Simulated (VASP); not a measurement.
# Ge (P6_3/mmc) in VASP: a series of runs, part 2 of 2

VASP 6.6.1. Earlier steps stand in the parts before.

## (4) Single point, PBE (strain +0.030 along x and y, +0.000 along z)

The input, INCAR:

```
PREC     = Accurate       # precision mode
ENCUT    = 520            # plane-wave cutoff, eV
EDIFF    = 1E-6           # SCF threshold, eV
ISMEAR   = 0              # smearing method
SIGMA    = 0.15           # smearing width, eV
LREAL    = False          # projectors in reciprocal space
LASPH    = True           # aspherical terms in the spheres
NELM     = 100            # most SCF steps
ALGO     = Normal         # electronic algorithm
ISIF     = 2              # what is computed and relaxed
LWAVE    = False          # write WAVECAR
LCHARG   = False          # write CHGCAR
GGA      = PE             # functional
NBANDS   = 36             # bands
```

The input, KPOINTS:

```
regular mesh
0
Gamma
  12 12 8
```

The input, POSCAR:

```
Ge
1.0
    4.1799014089      0.0000000000      0.0000000000
   -2.0899507045      3.6199008054      0.0000000000
    0.0000000000      0.0000000000      6.6925281924
Ge
4
Direct
    0.6666666667      0.3333333333      0.0627911807
    0.3333333333      0.6666666667      0.5627911807
    0.6666666667      0.3333333333      0.4372088193
    0.3333333333      0.6666666667      0.9372088193
```

Potentials or basis: VASP PAW PBE potentials, release 64 (Ge_d).

Launch:

```sh
$ cat potpaw_PBE.64/Ge_d/POTCAR > POTCAR
$ mpirun -np 1 vasp_std > vasp.out
```

OUTCAR:

```text
PREC = Accurate
   ENCUT = 520
   EDIFF = 1E-6
   ISMEAR = 0
   LREAL = False
   LASPH = True
   NELM = 100
   ISIF = 2
   GGA = PE

 ion  position               nearest neighbor table
   1  0.667  0.333  0.063-   3 2.51   4 2.56   4 2.56   4 2.56
   2  0.333  0.667  0.563-   4 2.51   3 2.56   3 2.56   3 2.56
   3  0.667  0.333  0.437-   1 2.51   2 2.56   2 2.56   2 2.56
   4  0.333  0.667  0.937-   2 2.51   1 2.56   1 2.56   1 2.56

  LATTYP: Found a hexagonal cell.
 ALAT       =     4.1799014089
 C/A-ratio  =     1.6011210643

  Lattice vectors:

 A1 = (   4.1799014089,   0.0000000000,   0.0000000000)
 A2 = (  -2.0899507045,   3.6199008054,   0.0000000000)
 A3 = (   0.0000000000,   0.0000000000,   6.6925281924)

Analysis of symmetry for initial positions (statically):
=====================================================================
 Subroutine PRICEL returns:
 Original cell was already a primitive cell.

 Routine SETGRP: Setting up the symmetry group for a
 hexagonal supercell.

 Subroutine GETGRP returns: Found 24 space group operations
 (whereof 12 operations were pure point group operations)
 out of a pool of 24 trial point group operations.

The static configuration has the point symmetry D_3d.
 The point group associated with its full space group is D_6h.

Analysis of symmetry for dynamics (positions and initial velocities):
=====================================================================
 Subroutine PRICEL returns:
 Original cell was already a primitive cell.

 Routine SETGRP: Setting up the symmetry group for a
 hexagonal supercell.

 Subroutine GETGRP returns: Found 24 space group operations
 (whereof 12 operations were pure point group operations)
[... 116 lines left out ...]
   TEBEG  =    0.0;   TEEND  =   0.0 temperature during run
   PSTRESS=    0.0 pullay stress
   NELECT =      56.0000    total number of electrons
   NUPDOWN=      -1.0000    fix difference up-down
   EMIN   =  10.00;   EMAX   =-10.00  energy-range for DOS
   EFERMI =   0.00;   METHOD = LEGACY
   ISMEAR =     0;   SIGMA  =   0.15  broadening in eV -4-tet -1-fermi 0-gaus
   EFERMI_NEDOS =   21; number of points for ismear=-14 and -15
   IALGO  =     38    algorithm
   IMIX   =      4    mixing-type and parameters
     AMIX     =   0.40;   BMIX     =  1.00
     AMIX_MAG =   1.60;   BMIX_MAG =  1.00
  volume/ion in A,a.u.               =      25.32       170.84
  Fermi-wavevector in a.u.,A,eV,Ry     =   1.343754  2.539327 24.567708  1.805676
  Thomas-Fermi vector in A             =   2.471803
   LORBIT       =      0    0 simple, 1 ext, 2 COOP (PROOUT), +10 PAW based schemes
   GGA     = PE    functional components
   LHFCALC =     F    Hartree Fock is set to
   AEXX    =    0.0000 exact exchange contribution
   IVDW    =     0    specifies the selected vdW correction
   LEPSILON=     F    determine dielectric tensor
   LRPA    =     F    only Hartree local field effects (RPA)
 non-spin polarized calculation
 Gauss-broadening in eV      SIGMA  =   0.15
  energy-cutoff  :      520.00
  volume of cell :      101.26
 maximum number of plane-waves:      2749
 NGX is ok and might be reduce to    32
   NGX = 15   NGY = 15   NGZ = 25

 number of electron      56.0000013 magnetization

 Free energy of the ion-electron system (eV)
  ---------------------------------------------------
  ext. energy  EPLUGINS =         0.00000000
  ---------------------------------------------------
  free energy    TOTEN  =       -17.92027019 eV

  energy without entropy =      -17.91862668  energy(sigma->0) =      -17.91944844

 E-fermi :   4.0100     XC(G=0):  -9.3974

 val. band max:        3.9878730881   @ k =   0.0833   0.0000   0.0000
 cond. band min:       4.0187285844   @ k =   0.0000   0.0000   0.1250
 fundamental gap:      0.0308554963
 Fermi energy:         4.0100022719

 k-point     1 :       0.0000    0.0000    0.0000
  band No.  band energies     occupation
      1     -20.7452      2.00000
      2     -20.7452      2.00000
      3     -20.7370      2.00000
      4     -20.7211      2.00000
      5     -20.7125      2.00000
      6     -20.7125      2.00000
[... 925 lines left out ...]
     35      10.3768      0.00000
     36      11.1910      0.00000

 [... further k-points ...]
[... 5 lines left out ...]
  --------------------------------------------------------------------------------------
  -------------------------------------------------------------------------------------
  Total       -2.7620334     -2.7620334     -0.2182582      0.0000000      0.0000000      0.0000000
  in kB      -43.7005186    -43.7005186     -3.4532523      0.0000000      0.0000000      0.0000000
  external PRESSURE =     -30.2847632 kB  Pullay stress =       0.0000000 kB

 VOLUME and BASIS-vectors are now :
 -----------------------------------------------------------------------------
  energy-cutoff  :      520.00
  volume of cell :      101.26
      direct lattice vectors                 reciprocal lattice vectors
     4.179901409  0.000000000  0.000000000     0.239240093  0.138125332  0.000000000
    -2.089950705  3.619900805  0.000000000     0.000000000  0.276250664  0.000000000
     0.000000000  0.000000000  6.692528192     0.000000000  0.000000000  0.149420364

 POSITION                                       TOTAL-FORCE (eV/Angst)
 -----------------------------------------------------------------------------------
      2.08995      1.20663      0.42023         0.000000     -0.000000     -0.227330
     -0.00000      2.41327      3.76650         0.000000      0.000000     -0.227330
      2.08995      1.20663      2.92603        -0.000000     -0.000000      0.227330
     -0.00000      2.41327      6.27230        -0.000000      0.000000      0.227330
 -----------------------------------------------------------------------------------
    total drift:                                0.000000     -0.000000      0.000000

  FREE ENERGIE OF THE ION-ELECTRON SYSTEM (eV)
  ---------------------------------------------------
  free  energy   TOTEN  =       -17.9202701887 eV

  energy  without entropy=      -17.9186266836  energy(sigma->0) =      -17.91944844
```

Run time: 4.9 min. Hardware: 1 thread of Intel Xeon 8259CL, shared host; peak memory 0.37 GiB.

Results:

| Item | Value |
| --- | --- |
| Free energy | -17.9203 eV |
| Pressure | -3.0 GPa |
| Largest force | 0.227 eV/Å |
| Band gap on the k mesh | zero (bands 28 and 29 overlap by 0.25 eV) |

Forces on the atoms (eV/Å):
```
Ge   0.000  0.000 -0.227
Ge   0.000  0.000 -0.227
Ge   0.000  0.000  0.227
Ge   0.000  0.000  0.227
```

Stress tensor (GPa, compression positive):
```
-4.37  0.00  0.00
 0.00 -4.37  0.00
 0.00  0.00 -0.35
```

Caveat: the cell differs from its parent crystal (strain +0.030 along x and y, +0.000 along z); the cell stands under tension; semilocal functionals underestimate gaps, so a narrow gap can read as zero.

## (5) The runs side by side

| cell | gap on the mesh (eV) | pressure (GPa) | largest force (eV/Å) |
| --- | --- | --- | --- |
| a = 4.119, b = 4.119, c = 6.693 Å, angles 90.0, 90.0, 120.0°, 4 atoms | none | -1.7 | 0.12 |
| a = 4.180, b = 4.180, c = 6.592 Å, angles 90.0, 90.0, 120.0°, 4 atoms | none | -2.1 | 0.37 |
| a = 4.180, b = 4.180, c = 6.693 Å, angles 90.0, 90.0, 120.0°, 4 atoms | none | -3.0 | 0.23 |

Alike in all rows: task single point; level PBE; potentials or basis VASP PAW PBE potentials, release 64 (Ge_d); no spin polarisation; k mesh 12 × 12 × 8; cutoff (eV) 520; smearing gaussian 0.15 eV.

Caveats: semilocal functionals underestimate gaps, so a narrow gap can read as zero; the cell stands under tension (at least some runs).

Total energies depend on the potentials used, so only differences within one code and one set of settings carry meaning.
